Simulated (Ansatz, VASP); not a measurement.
One calculation of SiC2, two programs

```
CELL_PARAMETERS angstrom
2.97058 0.00000 0.00000
-1.48529 2.57259 0.00000
0.00000 0.00000 7.28445
ATOMIC_POSITIONS crystal
C 0.00000 0.00000 0.97955
C 0.66667 0.33333 0.69219
C 0.33333 0.66667 0.33542
C 0.66667 0.33333 0.90579
Si 0.33333 0.66667 0.59525
Si 0.00000 0.00000 0.24179
```

Alike in both runs: task single point; functional PBE; k mesh 9 × 9 × 4; no spin polarisation.

|  | VASP | Ansatz |
| --- | --- | --- |
| version | VASP 6.6.1 | Ansatz 0.2.0 |
| potentials or method | VASP PAW PBE potentials, release 64 (C, Si) | plane waves, PAW |
| plane-wave cutoff (eV) | 520 | 420 |
| occupations | gaussian, width 0.01 eV | fixed |
| valence electrons in the cell | 24 | 24 |

|  | VASP | Ansatz | Ansatz less VASP |
| --- | --- | --- | --- |
| gap on the k mesh at the Fermi level (eV) | 1.47 | 1.48 | +0.004 |
| pressure (GPa) | -6.9 | -6.9 | 0.00 |
| traceless stress, the component that is largest in VASP (GPa) | -0.65 | -0.62 | +0.026 |
| rms of the force components (eV/Å) | 0.065 | 0.068 | +0.0024 |

Atom by atom the forces differ by 0.009 eV/Å (rms over components).
